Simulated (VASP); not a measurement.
**H: single point with PBE**

H:

```
CELL_PARAMETERS angstrom
5.43260 0.00000 0.00000
-2.71630 4.70477 0.00000
0.00000 0.00000 4.06660
ATOMIC_POSITIONS crystal
H 0.33333 0.66667 0.25000
H 0.66667 0.33333 0.75000
```

| Quantity | Value |
| --- | --- |
| Program | VASP 6.6.1 |
| Task | single point |
| Functional | PBE |
| Potentials or basis | VASP PAW PBE potentials, release 64 (H) |
| Cutoff | 520 eV |
| k mesh | 6 × 6 × 6 |
| Occupations | gaussian, width 0.05 eV |
| Spin | collinear spin |
| Starting moments | [1.05, 1.05] μB |

```json
{
  "Pressure": "0.0 GPa",
  "Band gap on the k mesh": "6.71 eV (least direct gap 7.24 eV)",
  "Net moment": "2.00 μB per cell",
  "Site moments": "H +0.38 μB",
  "Valence electrons inside the program's atomic spheres": "H 0.38"
}
```

Levels at points of the mesh, in eV from the valence-band top:
Spin up:
| k point | band 1 | band 2 | band 3 | band 4 | band 5 | band 6 |
| --- | --- | --- | --- | --- | --- | --- |
| (0.00, 0.00, 0.00) | -1.09 | 0.00 | 7.90 | 9.81 | 9.81 | 10.81 |
| (0.50, 0.00, 0.00) | -0.71 | -0.37 | 6.93 | 8.59 | 9.32 | 11.78 |
| (0.00, 0.00, 0.50) | -0.37 | -0.37 | 8.07 | 8.07 | 11.76 | 11.76 |
| (0.50, 0.00, 0.50) | -0.31 | -0.31 | 7.80 | 7.80 | 10.10 | 10.10 |
Spin down:
```csv
k point,band 1,band 2,band 3,band 4,band 5
"(0.00, 0.00, 0.00)",9.72,15.56,15.56,17.10,17.83
"(0.50, 0.00, 0.00)",10.43,12.76,14.74,16.41,19.49
"(0.00, 0.00, 0.50)",11.97,11.97,17.79,17.79,17.79
"(0.50, 0.00, 0.50)",12.70,12.70,14.91,14.91,17.00
```

Run time: 33 s on 1 thread of Intel(R) Xeon(R) 6975P-C (Granite Rapids), on a shared host, peak memory 0.25 GiB.

Caveat: the nearest neighbours stand farther apart than a usual bond. A k mesh can miss the band edges.
